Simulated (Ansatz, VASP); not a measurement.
**Be3ZnSe4 in VASP and in Ansatz**

```
Be Zn Se
1.0
     3.74774   -0.00011   -0.00023
    -1.87396    3.24593   -0.00018
    -0.00062   -0.00126   12.40262
Be Zn Se
3 1 4
Direct
  0.66627 0.33318 0.01250
  0.66697 0.33344 0.49256
  0.99991 0.00005 0.25339
  0.00031 0.00007 0.75611
  0.66648 0.33335 0.19406
  0.66691 0.33334 0.67285
  0.00023 0.00010 0.43431
  0.99959 0.99981 0.95422
```

Change from the starting cell: cell x1, atoms moved at random (sigma 0.1 Å) and cell strained at random (1.5 %), then relaxed without symmetry.

Alike in both runs: functional PBE; k mesh 6 × 6 × 1; occupations gaussian, width 0.1 eV; no spin polarisation.

Ansatz relaxed the structure, and its values are those at the end. VASP's run is a single point on that final structure, the one shown.

|  | VASP | Ansatz |
| --- | --- | --- |
| version | VASP 6.6.1 | Ansatz 0.2.0 |
| potentials or method | VASP PAW PBE potentials, release 64 (Be, Zn, Se), cutoff 520 eV | scalar-relativistic, plane waves, PAW |
| valence electrons in the cell | 42 | 82 |

Ansatz gave:

```
gap on the k mesh at the Fermi level (eV) : 2.61
least direct gap on the mesh (eV)         : 2.65
pressure (GPa)                            : 0.0
rms of the force components (eV/Å)        : 0.002
```

Which values does VASP return?

gap on the k mesh at the Fermi level (eV): 2.60; least direct gap on the mesh (eV): 2.65; pressure (GPa): 0.2; rms of the force components (eV/Å): 0.003.

With one functional, cell and mesh, what is left measures potentials, basis and numerics. VASP's potentials hold 42 valence electrons a cell and Ansatz's 82, so a difference there can come from the potentials and not from the codes.

The k mesh is coarse, so the values compare programs but aren't converged.
